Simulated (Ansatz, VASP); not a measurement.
Be2Al: VASP beside Ansatz

```
CELL_PARAMETERS angstrom
2.57404 0.00000 0.00000
0.00000 2.57404 0.00000
0.00000 0.00000 29.64985
ATOMIC_POSITIONS crystal
Be 0.00000 0.00000 0.32600
Be 0.00000 0.00000 0.21363
Al 0.50000 0.50000 0.26982
```

Alike in both runs: functional PBE; k mesh 6 × 6 × 1; occupations gaussian, width 0.1 eV; no spin polarisation.

Ansatz relaxed the structure, and its values are those at the end. VASP's run is a single point on that final structure, the one shown.

|  | VASP | Ansatz |
| --- | --- | --- |
| version | VASP 6.6.1 | Ansatz 0.2.0 |
| potentials or method | VASP PAW PBE potentials, release 64 (Be, Al), cutoff 520 eV | scalar-relativistic, plane waves, PAW |
| valence electrons in the cell | 7 | 7 |

```csv
,VASP,Ansatz,Ansatz less VASP
gap on the k mesh at the Fermi level (eV),none,none,-
rms of the force components (eV/Å),0.008,0.005,-0.0029
```

A gap of «none» marks a metal or a gap that the smearing closes. Ansatz's warnings: slab cell height set.

The k mesh is coarse, so the values compare programs but aren't converged.
